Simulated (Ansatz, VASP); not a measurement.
## Two plane-wave programs on Ba

The input INCAR:

```
SYSTEM = Ba
PREC = Accurate
ENCUT = 600
EDIFF = 1E-6
ISMEAR = -1
SIGMA = 0.1
LREAL = .False.
LASPH = .True.
NELM = 80
ALGO = Normal
ISIF = 3
LWAVE = .False.
LCHARG = .False.
GGA = B5
ALDAX = 1.0
AGGAX = 1.0
AGGAC = 1.0
ALDAC = 0.0
IBRION = 2
NSW = 80
EDIFFG = -0.01
```

KPOINTS

```
regular mesh
0
Gamma
  9 9 9
  0 0 0
```

File POSCAR:

```
Ba
1.0
    0.0000000000      3.1498026247      3.1498026247
    3.1498026247      0.0000000000      3.1498026247
    3.1498026247      3.1498026247      0.0000000000
Ba
1
Direct
    0.0000000000      0.0000000000      0.0000000000
```

Input for Ansatz:

```yaml
crystal:
  lattice:
    - [0.0, 3.1498026247, 3.1498026247]
    - [3.1498026247, 0.0, 3.1498026247]
    - [3.1498026247, 3.1498026247, 0.0]
  atoms:
    - { symbol: Ba, position: [0.0, 0.0, 0.0] }
hamiltonian:
  xc: blyp
  pseudopotentials:
    kind: paw
    azcp:
      Ba: "pseudopotentials/Ba.paw.azcp"
basis:
  ecutwfc: 420
  fft_grid_basis: typed
kpoints:
  mp_grid: { grid: [9, 9, 9], shift: [0, 0, 0] }
magnetization:
  spin_polarized: false
scf:
  occupations: { method: fermi_dirac, width: 0.1 }
relax:
  max_steps: 60
  f_tol: 0.01
  cell: {}
output:
  write_density: true
  write_potential: true
  elf: true
  volumetric_format: npy
```

Alike in both runs: task relaxation of cell and atoms; functional BLYP; k mesh 9 × 9 × 9; occupations fermi-dirac, width 0.1 eV; no spin polarisation.

```csv
,VASP,Ansatz
version,VASP 6.6.1,Ansatz 0.2.0
potentials or method,"VASP PAW PBE potentials, release 64 (Ba_sv), cutoff 600 eV","plane waves (420 eV) with PAW, scalar-relativistic"
valence electrons in the cell,10,10
```

|  | VASP | Ansatz | Ansatz less VASP |
| --- | --- | --- | --- |
| relaxed volume (Å³/atom) | 67.61 | 67.18 | -0.432 |
| relaxed cell length with the largest relative difference (Å) | 4.573 | 4.563 | -0.0098 |

VASP's potentials were made for PBE, not for BLYP.

Neither program's run includes spin-orbit coupling.
